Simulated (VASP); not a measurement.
# Ag: electric field gradients with PBEsol

Crystal: Ag.

```
Ag
1.0
     0.00000    2.08317    2.08317
     2.08317    0.00000    2.08317
     2.08317    2.08317    0.00000
Ag
1
Direct
  0.00000 0.00000 0.00000
```

This cell differs from its parent crystal: volume scaled by 1.06.

| Property | Result |
| --- | --- |
| Program | VASP 6.6.1 |
| Task | electric field gradients |
| Functional | PBEsol |
| Potentials or basis | VASP PAW PBE potentials, release 64 (Ag) |
| Cutoff | 520 eV |
| k mesh | 15 × 15 × 15 |
| Occupations | fermi-dirac, width 0.03 eV |
| Spin | no spin polarisation |
| Dipole correction | no |
| Further INCAR settings | ALGO = Normal; EDIFF = 1e-08; NBANDS = 12 |

```json
{
  "Pressure": "-7.9 GPa"
}
```

Levels at points of the mesh, in eV from the Fermi level:
```
           k point  band 3  band 4  band 5  band 6  band 7  band 8  band 9  band 10
(0.00, 0.00, 0.00)   -4.67   -4.67   -3.73   -3.73   15.74   18.97   18.97    18.97
```

It took 17 s on 1 thread of Intel Xeon 6975P-C, on a shared host, peak memory 0.15 GiB.

Caveat: without QUAD_EFG the Cq values of the log hold for a quadrupole moment of 1 mb, not for the nuclei; the PAW data sets were made with another functional, which shifts forces and pressure a little.
